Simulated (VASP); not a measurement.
Wanted: the native input for a VASP 6.6.1 run.

```
Task                   : single point
Functional             : LDA
Potentials or basis    : VASP PAW LDA potentials, release 64 (Re_sv_GW)
Cutoff                 : 560 eV
k mesh                 : 11 × 11 × 11
Occupations            : fermi-dirac, width 0.1 eV
Spin                   : no spin polarisation
Dipole correction      : no
Further INCAR settings : ALGO = Normal; EDIFF = 1e-06; NBANDS = 22
```

The structure of Re lies in POSCAR:

```
Re
1.0
    0.0000000000      2.7046150222      2.7046150222
    2.7046150222      0.0000000000      2.7046150222
    2.7046150222      2.7046150222      0.0000000000
Re
2
Direct
    0.1250000000      0.1250000000      0.1250000000
    0.8750000000      0.8750000000      0.8750000000
```

This isn't the form of Re at room conditions, which is hcp.

The input as run:

INCAR

```
PREC = Accurate
ENCUT = 560
EDIFF = 1E-6
ISMEAR = -1
SIGMA = 0.1
LREAL = F
LASPH = T
NELM = 120
ALGO = Normal
ISIF = 2
LWAVE = F
LCHARG = T
GGA = CA
LELF = T
LVHAR = T
NBANDS = 22
GGA_COMPAT = F
```

KPOINTS

```
Automatic mesh
0
Gamma
  11 11 11
```

Potentials or basis: VASP PAW LDA potentials, release 64 (Re_sv_GW).

Launch:

```sh
$ cat potpaw_LDA.64/Re_sv_GW/POTCAR > POTCAR
$ mpirun -np 1 vasp_std > vasp.out
```

It gave:

The pressure is 19.6 GPa and the band gap on the k mesh is zero (bands 15 and 16 overlap by 1.26 eV).

Caveat: the cell stands under pressure; spin-orbit coupling is left out, which moves the levels of the heavy elements.

It took 35 s on 1 thread of AMD EPYC 7R13 Processor (Zen 3), on a shared host, peak memory 0.15 GiB.
